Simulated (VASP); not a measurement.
Crystal: MgI2.

```xyz
6
Lattice="4.0555 0.0000 0.0000 -2.0277 3.5122 0.0000 0.0000 0.0000 14.5041" Properties=species:S:1:pos:R:3 pbc="T T T"
Mg    0.0000    2.3414    3.6260
Mg    2.0277    1.1707   10.8781
I     2.0277    1.1707    5.4659
I     2.0277    1.1707    1.7861
I     0.0000    2.3414   12.7180
I     0.0000    2.3414    9.0382
```

Base run:

| Item | Value |
| --- | --- |
| Program | VASP 6.6.1 |
| Functional | r2SCAN |
| Potentials or basis | VASP PAW PBE potentials, release 64 (Mg, I) |
| Cutoff | 520 eV |
| k mesh | 12 × 12 × 2 |
| Occupations | gaussian, width 0.01 eV |
| Spin | no spin polarisation |

Its results: band gap on the k mesh 3.09 eV, indirect (least direct gap 3.41 eV); pressure 0.5 GPa; largest force 0.043 eV/Å.

Task: The run is repeated on the same cell with these changes: functional from r2SCAN to PBE. What comes out?

Result: Band gap on the k mesh 2.57 eV, indirect (least direct gap 2.75 eV); pressure 1.0 GPa; largest force 0.005 eV/Å.

r2SCAN gives the wider gap, since meta-GGAs in the generalised Kohn-Sham scheme recover part of the derivative discontinuity.

Caveats: spin-orbit coupling is left out, which moves the levels of the heavy elements; the PAW data sets were made with another functional, which shifts forces and pressure a little (some runs); this functional lacks dispersion, which binds the layers, so the pressure and a relaxed spacing across them are unreliable (some runs).

A k mesh can miss the band edges.
